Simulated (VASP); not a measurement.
# Pt (Fm-3m) in VASP: a series of runs

The runs below take Pt through single point, relaxation of cell and atoms, with r2SCAN.

Everything below comes from runs of VASP 6.6.1. Logs are shortened: lines on timing, memory, paths and dates and some standing lists are left out, and cuts for length are marked.

## Step 1: The cell of the first run

It takes space group Fm-3m (No. 225, cubic). Conventional cell: a = 3.940 Å, b = 3.940 Å, c = 3.940 Å, α = 90.00°, β = 90.00°, γ = 90.00°. Within 3.7 Å of Pt (site symmetry m-3m) lie 12 Pt at 2.79 Å.

## Step 2: Single point, r2SCAN

POSCAR reads:

```
Pt
1.0
    0.0000000000      1.9701316837      1.9701316837
    1.9701316837      0.0000000000      1.9701316837
    1.9701316837      1.9701316837      0.0000000000
Pt
1
Direct
    0.0000000000      0.0000000000      0.0000000000
```

INCAR.step1 reads:

```
SYSTEM = Pt
  ALGO = Normal
  EDIFF = 1E-4
  ENCUT = 520
  GGA = PE
  ISMEAR = -1
  LASPH = .TRUE.
  LCHARG = .FALSE.
  LREAL = .FALSE.
  LWAVE = .TRUE.
  NBANDS = 11
  NELM = 100
  PREC = Accurate
  SIGMA = 0.05
```

INCAR.step2 reads:

```
SYSTEM = Pt
  ALGO = Normal
  EDIFF = 1E-7
  ENCUT = 520
  ISIF = 2
  ISMEAR = -1
  ISTART = 1
  LASPH = .TRUE.
  LCHARG = .FALSE.
  LMIXTAU = .TRUE.
  LREAL = .FALSE.
  LWAVE = .FALSE.
  METAGGA = R2SCAN
  NBANDS = 11
  NELM = 100
  PREC = Accurate
  SIGMA = 0.05
```

KPOINTS reads:

```
k-points
0
G
  24 24 24
  0 0 0
```

Potentials or basis: VASP PAW PBE potentials, release 64 (Pt).

Command:

```
> cat potpaw_PBE.64/Pt/POTCAR > POTCAR
> cp INCAR.step1 INCAR
> mpirun -np 1 vasp_std > vasp.out
> cp INCAR.step2 INCAR
> mpirun -np 1 vasp_std > vasp.out
```

OUTCAR:

```text
SYSTEM = Pt
   EDIFF = 1E-7
   ENCUT = 520
   ISIF = 2
   ISMEAR = -1
   ISTART = 1
   LASPH = .TRUE.
   LREAL = .FALSE.
   METAGGA = R2SCAN
   NELM = 100
   PREC = Accurate

 ion  position               nearest neighbor table
   1  0.000  0.000  0.000-

  LATTYP: Found a face centered cubic cell.
 ALAT       =     3.9402633674

  Lattice vectors:

 A1 = (   0.0000000000,   1.9701316837,   1.9701316837)
 A2 = (   1.9701316837,   0.0000000000,   1.9701316837)
 A3 = (   1.9701316837,   1.9701316837,   0.0000000000)

Analysis of symmetry for initial positions (statically):
=====================================================================
 Subroutine PRICEL returns:
 Original cell was already a primitive cell.

 Routine SETGRP: Setting up the symmetry group for a
 face centered cubic supercell.

 Subroutine GETGRP returns: Found 48 space group operations
 (whereof 48 operations were pure point group operations)
 out of a pool of 48 trial point group operations.

The static configuration has the point symmetry O_h .

Analysis of symmetry for dynamics (positions and initial velocities):
=====================================================================
 Subroutine PRICEL returns:
 Original cell was already a primitive cell.

 Routine SETGRP: Setting up the symmetry group for a
 face centered cubic supercell.

 Subroutine GETGRP returns: Found 48 space group operations
 (whereof 48 operations were pure point group operations)
 out of a pool of 48 trial point group operations.

The dynamic configuration has the point symmetry O_h .

 Subroutine INISYM returns: Found 48 space group operations
 (whereof 48 operations are pure point group operations),
 and found     1 'primitive' translations

----------------------------------------------------------------------------------------

                                     Primitive cell

  volume of cell :      15.2938

  direct lattice vectors                    reciprocal lattice vectors
     0.000000000  1.970131684  1.970131684    -0.253790142  0.253790142  0.253790142
     1.970131684  0.000000000  1.970131684     0.253790142 -0.253790142  0.253790142
     1.970131684  1.970131684  0.000000000     0.253790142  0.253790142 -0.253790142

  length of vectors
     2.786186947  2.786186947  2.786186947     0.439577421  0.439577421  0.439577421

  position of ions in fractional coordinates (direct lattice)
     0.000000000  0.000000000  0.000000000

  ion indices of the primitive-cell ions
   primitive index   ion index
                 1           1

----------------------------------------------------------------------------------------

 KPOINTS: k-points

Automatic generation of k-mesh.
 Grid dimensions read from file:
 generate k-points for:   24   24   24

 Generating k-lattice:

  Cartesian coordinates                     Fractional coordinates (reciprocal lattice)
    -0.010574589  0.010574589  0.010574589     0.041666667  0.000000000  0.000000000
     0.010574589 -0.010574589  0.010574589     0.000000000  0.041666667  0.000000000
     0.010574589  0.010574589 -0.010574589     0.000000000  0.000000000  0.041666667

  Length of vectors
     0.018315726  0.018315726  0.018315726

  Shift w.r.t. Gamma in fractional coordinates (k-lattice)
     0.000000000  0.000000000  0.000000000

 Subroutine IBZKPT returns following result:
 ===========================================

 Found    413 irreducible k-points:

 Following reciprocal coordinates:
            Coordinates               Weight
  0.000000  0.000000  0.000000      1.000000
  0.041667  0.000000  0.000000      8.000000
  0.083333  0.000000  0.000000      8.000000
  0.125000  0.000000  0.000000      8.000000
  0.166667  0.000000  0.000000      8.000000
  0.208333  0.000000  0.000000      8.000000
[... 16 lines left out ...]
  0.416667  0.041667  0.000000     24.000000
  0.458333  0.041667  0.000000     24.000000
 [... further k-points ...]
   k-points           NKPTS =    413   k-points in BZ     NKDIM =    413   number of bands    NBANDS=     11
   number of dos      NEDOS =    301   number of ions     NIONS =      1
   total plane-waves  NPLWV =  13824
   dimension x,y,z NGX =    24 NGY =   24 NGZ =   24
   dimension x,y,z NGXF=    48 NGYF=   48 NGZF=   48
   ions per type =               1
   NGX,Y,Z   is equivalent  to a cutoff of  14.32, 14.32, 14.32 a.u.
   NGXF,Y,Z  is equivalent  to a cutoff of  28.64, 28.64, 28.64 a.u.
 SYSTEM =  Pt
   PREC   = accura    normal or accurate (medium, high low for compatibility)
   ISTART =      1    job   : 0-new  1-cont  2-samecut
   ICHARG =      0    charge: 1-file 2-atom 10-const
   ISPIN  =      1    spin polarized calculation?
   LNONCOLLINEAR =      F non collinear calculations
   LSORBIT =      F    spin-orbit coupling
   LASPH  =      T    aspherical Exc in radial PAW
   ENCUT  =  520.0 eV  38.22 Ry    6.18 a.u.   5.18  5.18  5.18*2*pi/ulx,y,z
   NELM   =    100;   NELMIN=  2; NELMDL=  0     # of ELM steps
   EDIFF  = 0.1E-06   stopping-criterion for ELM
   LREAL  =      F    real-space projection
   EDIFFG = 0.1E-05   stopping-criterion for IOM
   NSW    =      0    number of steps for IOM
   IBRION =     -1    ionic relax: 0-MD 1-quasi-New 2-CG
   NFREE  =      0    steps in history (QN), initial steepest desc. (CG)
   ISIF   =      2    stress and relaxation
   ISYM   =      2    0-nonsym 1-usesym 2-fastsym
   POTIM  = 0.5000    time-step for ionic-motion
   TEBEG  =    0.0;   TEEND  =   0.0 temperature during run
   PSTRESS=    0.0 pullay stress
   NELECT =      10.0000    total number of electrons
   NUPDOWN=      -1.0000    fix difference up-down
   EMIN   =  10.00;   EMAX   =-10.00  energy-range for DOS
   EFERMI =   0.00;   METHOD = LEGACY
   ISMEAR =    -1;   SIGMA  =   0.05  broadening in eV -4-tet -1-fermi 0-gaus
   EFERMI_NEDOS =   21; number of points for ismear=-14 and -15
   IALGO  =     38    algorithm
   IMIX   =      4    mixing-type and parameters
     AMIX     =   0.40;   BMIX     =  1.00
     AMIX_MAG =   1.60;   BMIX_MAG =  1.00
  volume/ion in A,a.u.               =      15.29       103.21
  Fermi-wavevector in a.u.,A,eV,Ry     =   1.420920  2.685149 27.470342  2.019013
  Thomas-Fermi vector in A             =   2.541784
   LORBIT       =      0    0 simple, 1 ext, 2 COOP (PROOUT), +10 PAW based schemes
   METAGGA = R2SCAN    functional components
   LHFCALC =     F    Hartree Fock is set to
   AEXX    =    0.0000 exact exchange contribution
   IVDW    =     0    specifies the selected vdW correction
   LEPSILON=     F    determine dielectric tensor
   LRPA    =     F    only Hartree local field effects (RPA)
 non-spin polarized calculation
  energy-cutoff  :      520.00
  volume of cell :       15.29
 maximum number of plane-waves:       428
 NGX is ok and might be reduce to    24
   NGX = 11   NGY = 11   NGZ = 11

 number of electron      10.0000001 magnetization

 Free energy of the ion-electron system (eV)
  ---------------------------------------------------
  ext. energy  EPLUGINS =         0.00000000
  ---------------------------------------------------
  free energy    TOTEN  =       -51.50808189 eV

  energy without entropy =      -51.49222545  energy(sigma->0) =      -51.50015367

 E-fermi :  10.7339     XC(G=0): -14.5365

 val. band max:       10.7286395627   @ k =   0.4167   0.2083   0.0000
 cond. band min:      10.7373417643   @ k =   0.5000   0.1667   0.0417
 fundamental gap:      0.0087022015
 Fermi energy:        10.7339124466

 k-point     1 :       0.0000    0.0000    0.0000
  band No.  band energies     occupation
      1       0.4139      2.00000
      2       6.9186      2.00000
      3       6.9186      2.00000
      4       6.9186      2.00000
      5       9.0328      2.00000
      6       9.0328      2.00000
      7      26.2685      0.00000
      8      31.3576      0.00000
      9      31.3576      0.00000
     10      31.3576      0.00000
     11      37.1803      0.00000

 k-point     2 :       0.0417    0.0000    0.0000
  band No.  band energies     occupation
      1       0.4861      2.00000
      2       6.8864      2.00000
      3       6.9476      2.00000
      4       6.9476      2.00000
      5       9.0167      2.00000
      6       9.0167      2.00000
      7      26.3794      0.00000
      8      30.9615      0.00000
      9      31.4658      0.00000
     10      31.4658      0.00000
     11      37.6143      0.00000

 k-point     3 :       0.0833    0.0000    0.0000
  band No.  band energies     occupation
      1       0.6993      2.00000
      2       6.7975      2.00000
      3       7.0285      2.00000
      4       7.0285      2.00000
      5       8.9762      2.00000
      6       8.9762      2.00000
      7      26.6947      0.00000
      8      30.0191      0.00000
      9      31.7846      0.00000
     10      31.7846      0.00000
     11      38.4731      0.00000

 k-point     4 :       0.1250    0.0000    0.0000
  band No.  band energies     occupation
      1       1.0415      2.00000
      2       6.6754      2.00000
      3       7.1411      2.00000
      4       7.1411      2.00000
      5       8.9356      2.00000
      6       8.9356      2.00000
      7      27.1556      0.00000
      8      28.8493      0.00000
      9      32.2957      0.00000
     10      32.2957      0.00000
     11      38.1243      0.00000
[... 239 lines left out ...]
 k-point    22 :       0.3750    0.0417    0.0000
  band No.  band energies     occupation
      1       3.3199      2.00000
      2       6.9676      2.00000
      3       7.0815      2.00000
      4       7.8843      2.00000
      5      10.1283      1.99999
      6      10.2932      1.99970
      7      20.4728      0.00000
      8      26.8302      0.00000
      9      31.6339      0.00000
     10      32.5872      0.00000
     11      37.8106      0.00000

 k-point    23 :       0.4167    0.0417    0.0000
  band No.  band energies     occupation
      1       3.3737      2.00000
      2       6.8701      2.00000
      3       6.9843      2.00000
      4       8.7088      2.00000
      5      10.5575      1.94295
      6      10.5966      1.87949
      7      18.9043      0.00000
      8      26.4195      0.00000
      9      30.9944      0.00000
     10      31.6264      0.00000
     11      38.8018      0.00000

 k-point    24 :       0.4583    0.0417    0.0000
  band No.  band energies     occupation
      1       3.3821      2.00000
      2       6.8045      2.00000
      3       6.9121      2.00000
      4       9.4228      2.00000
      5      10.7274      1.06510
      6      11.0822      0.00188
      7      17.5871      0.00000
      8      26.1459      0.00000
      9      30.5972      0.00000
     10      30.8990      0.00000
     11      39.5158      0.00000

 [... further k-points ...]

------------------------ aborting loop because EDIFF is reached ----------------------------------------

  FORCE on cell =-STRESS in cart. coord.  units (eV):
  Direction    XX          YY          ZZ          XY          YZ          ZX
  --------------------------------------------------------------------------------------
  -------------------------------------------------------------------------------------
  Total        0.0661555      0.0661555      0.0661555     -0.0000000      0.0000000     -0.0000000
  in kB        6.9304434      6.9304434      6.9304434     -0.0000000      0.0000000     -0.0000000
  external PRESSURE =       6.9304434 kB  Pullay stress =       0.0000000 kB

 VOLUME and BASIS-vectors are now :
 -----------------------------------------------------------------------------
  energy-cutoff  :      520.00
  volume of cell :       15.29
      direct lattice vectors                 reciprocal lattice vectors
     0.000000000  1.970131684  1.970131684    -0.253790142  0.253790142  0.253790142
     1.970131684  0.000000000  1.970131684     0.253790142 -0.253790142  0.253790142
     1.970131684  1.970131684  0.000000000     0.253790142  0.253790142 -0.253790142

 POSITION                                       TOTAL-FORCE (eV/Angst)
 -----------------------------------------------------------------------------------
      0.00000      0.00000      0.00000        -0.000000     -0.000000     -0.000000
 -----------------------------------------------------------------------------------
    total drift:                               -0.000000      0.000000     -0.000000

  FREE ENERGIE OF THE ION-ELECTRON SYSTEM (eV)
  ---------------------------------------------------
  free  energy   TOTEN  =       -51.5080818867 eV

  energy  without entropy=      -51.4922254459  energy(sigma->0) =      -51.50015367
```

Run time: 83 s. Hardware: 1 thread of Intel Xeon 6975P-C (Granite Rapids), shared host; peak memory 0.2 GiB.

What came out:

| Item | Value |
| --- | --- |
| Free energy | -51.5081 eV |
| Pressure | 0.7 GPa |
| Band gap on the k mesh | zero (bands 5 and 6 overlap by 2.32 eV) |

Caveat: the PAW data sets were made with another functional, which shifts forces and pressure a little; spin-orbit coupling is left out, which moves the levels of the heavy elements.

## Step 3: Single point, r2SCAN

This run uses another cell than the first one, of 15.24 Å³/atom.

POSCAR reads:

```
Pt
1.0
    0.0000000000      1.9677777519      1.9677777519
    1.9677777519      0.0000000000      1.9677777519
    1.9677777519      1.9677777519      0.0000000000
Pt
1
Direct
    0.0000000000      0.0000000000      0.0000000000
```

INCAR.step1 reads:

```
PREC = Accurate
ENCUT = 520
ISMEAR = -1
SIGMA = 0.05
LREAL = F
LASPH = T
NELM = 60
NBANDS = 11
GGA = PE
ALGO = Normal
EDIFF = 1E-4
LWAVE = T
LCHARG = F
```

INCAR.step2 reads:

```
PREC = Accurate
ENCUT = 520
EDIFF = 1E-6
ISMEAR = -1
SIGMA = 0.05
LREAL = F
LASPH = T
NELM = 60
ALGO = Normal
ISIF = 2
LWAVE = F
LCHARG = F
METAGGA = R2SCAN
LMIXTAU = T
NBANDS = 11
ISTART = 1
```

KPOINTS reads:

```
regular mesh
0
Gamma
  24 24 24
```

Potentials or basis: VASP PAW PBE potentials, release 64 (Pt).

Command:

```
> cat potpaw_PBE.64/Pt/POTCAR > POTCAR
> cp INCAR.step1 INCAR
> mpirun -np 1 vasp_std > vasp.out
> cp INCAR.step2 INCAR
> mpirun -np 1 vasp_std > vasp.out
```

Run time: 74 s. Hardware: 1 thread of Intel Xeon 6975P-C (Granite Rapids), shared host; peak memory 0.2 GiB.

The run converged. Its results:

```yaml
Free_energy: -51.5077 eV
Pressure: 1.7 GPa
Band_gap_on_the_k_mesh: zero (bands 5 and 6 overlap by 2.34 eV)
```

Levels at points of the mesh, in eV from the Fermi level:
| k point | band 1 | band 2 | band 3 | band 4 | band 5 | band 6 | band 7 | band 8 | band 9 | band 10 |
| --- | --- | --- | --- | --- | --- | --- | --- | --- | --- | --- |
| (0.00, 0.00, 0.00) | -10.36 | -3.84 | -3.84 | -3.84 | -1.71 | -1.71 | 15.52 | 20.64 | 20.64 | 20.64 |
| (0.50, 0.00, 0.00) | -7.45 | -3.93 | -3.93 | -0.24 | 0.04 | 0.04 | 6.09 | 15.17 | 19.90 | 19.90 |
| (0.50, 0.50, 0.00) | -7.17 | -6.74 | -0.05 | 0.53 | 0.53 | 1.98 | 9.24 | 12.00 | 12.00 | 21.17 |

Caveat: the PAW data sets were made with another functional, which shifts forces and pressure a little; spin-orbit coupling is left out, which moves the levels of the heavy elements.

## Step 4: Relaxation of cell and atoms, r2SCAN

This run uses another cell than the first one, of 15.08 Å³/atom.

POSCAR reads:

```
Pt
1.0
    0.0000000000      1.9609000000      1.9609000000
    1.9609000000      0.0000000000      1.9609000000
    1.9609000000      1.9609000000      0.0000000000
Pt
1
Direct
    0.0000000000      0.0000000000      0.0000000000
```

INCAR.step1 reads:

```
SYSTEM = Pt
ALGO     = Normal         ! electronic algorithm
EDIFF    = 1E-4           ! SCF threshold, eV
ENCUT    = 600            ! plane-wave cutoff, eV
GGA      = PE             ! functional
ISMEAR   = -1             ! smearing method
LASPH    = .True.         ! aspherical terms in the spheres
LCHARG   = .False.        ! write CHGCAR
LREAL    = .False.        ! projectors in reciprocal space
LWAVE    = .True.         ! write WAVECAR
NELM     = 80             ! most SCF steps
PREC     = Accurate       ! precision mode
SIGMA    = 0.05           ! smearing width, eV
```

INCAR.step2 reads:

```
SYSTEM = Pt
ALGO     = Normal         ! electronic algorithm
EDIFF    = 1E-7           ! SCF threshold, eV
EDIFFG   = -0.002         ! ionic threshold
ENCUT    = 600            ! plane-wave cutoff, eV
IBRION   = 2              ! ionic algorithm
ISIF     = 3              ! what is computed and relaxed
ISMEAR   = -1             ! smearing method
ISTART   = 1            
LASPH    = .True.         ! aspherical terms in the spheres
LCHARG   = .False.        ! write CHGCAR
LMIXTAU  = .True.       
LREAL    = .False.        ! projectors in reciprocal space
LWAVE    = .False.        ! write WAVECAR
METAGGA  = R2SCAN         ! meta-GGA
NELM     = 80             ! most SCF steps
NSW      = 100            ! ionic steps
PREC     = Accurate       ! precision mode
SIGMA    = 0.05           ! smearing width, eV
```

KPOINTS reads:

```
k-points
0
Gamma
  24 24 24
  0 0 0
```

Command:

```
> cat potpaw_PBE.64/Pt/POTCAR > POTCAR
> cp INCAR.step1 INCAR
> mpirun -np 1 vasp_std > vasp.out
> cp INCAR.step2 INCAR
> mpirun -np 1 vasp_std > vasp.out
```

It took 6.9 min on 1 thread of Intel Xeon 6975P-C (Granite Rapids), shared host; peak memory 0.23 GiB.

The run converged. Its results:

```
Free energy                           : -51.5073 eV
Relaxed volume                        : 15.34 Å³/atom
Relaxed cell                          : a = 2.789 Å, b = 2.789 Å, c = 2.789 Å, α = 60.00°, β = 60.00°, γ = 60.00°
Space group after relaxing (to 0.1 Å) : Fm-3m (No. 225)
Energy gained by relaxing             : 3.7 meV/atom
Ionic steps                           : 15
Pressure after relaxing               : 0.0 GPa
Band gap on the k mesh                : zero (bands 5 and 6 overlap by 2.31 eV)
```

Step by step:
```
step  energy change (eV)  largest force (eV/Å)  pressure (GPa)  volume (Å³)
   1              0.0000                0.0000            4.81        15.08
   2              0.0249                0.0000          -11.48        16.09
   3             -0.0037                0.0000           -0.06        15.34
   4             -0.0037                0.0000            0.03        15.33
   5             -0.0037                0.0000            0.03        15.33
   6             -0.0037                0.0000            0.03        15.33
   7             -0.0037                0.0000            0.03        15.33
   8             -0.0037                0.0000            0.03        15.33
   9             -0.0037                0.0000            0.03        15.33
  10             -0.0037                0.0000            0.03        15.33
  11             -0.0037                0.0000            0.02        15.33
  12             -0.0037                0.0000            0.02        15.33
  13             -0.0037                0.0000            0.02        15.33
  14             -0.0037                0.0000            0.02        15.33
  15             -0.0037                0.0000            0.01        15.34
```

Final structure:
```xyz
1
Lattice="0.0000 1.9719 1.9719 1.9719 0.0000 1.9719 1.9719 1.9719 0.0000" Properties=species:S:1:pos:R:3 pbc="T T T"
Pt    0.0000    0.0000    0.0000
```

Levels at points of the mesh, in eV from the Fermi level:
```tsv
k point	band 2	band 3	band 4	band 5	band 6	band 7	band 8	band 9
(0.00, 0.00, 0.00)	-3.80	-3.80	-3.80	-1.69	-1.69	15.54	20.62	20.62
(0.50, 0.00, 0.00)	-3.89	-3.89	-0.22	0.04	0.04	6.04	15.18	19.85
(0.50, 0.50, 0.00)	-6.67	-0.05	0.52	0.52	1.99	9.17	11.98	11.98
```

Caveat: the PAW data sets were made with another functional, which shifts forces and pressure a little; spin-orbit coupling is left out, which moves the levels of the heavy elements. Zero-point motion and thermal expansion aren't in these numbers.

## Step 5: Summary

| task | cell | cutoff (eV) | gap on the mesh (eV) | pressure (GPa) |
| --- | --- | --- | --- | --- |
| single point | a = 2.786 Å, angles 60.0°, 1 atom | 520 | none | 0.7 |
| single point | a = 2.783 Å, angles 60.0°, 1 atom | 520 | none | 1.7 |
| relaxation of cell and atoms | relaxed from a = 2.773 Å, angles 60.0°, 1 atom | 600 | none | 0.0 |

Alike in all rows: level r2SCAN; potentials or basis VASP PAW PBE potentials, release 64 (Pt); no spin polarisation; k mesh 24 × 24 × 24; smearing fermi-dirac 0.05 eV.

Caveats: the PAW data sets were made with another functional, which shifts forces and pressure a little; spin-orbit coupling is left out, which moves the levels of the heavy elements.

Absolute energies hang on the potentials; compare differences alone.
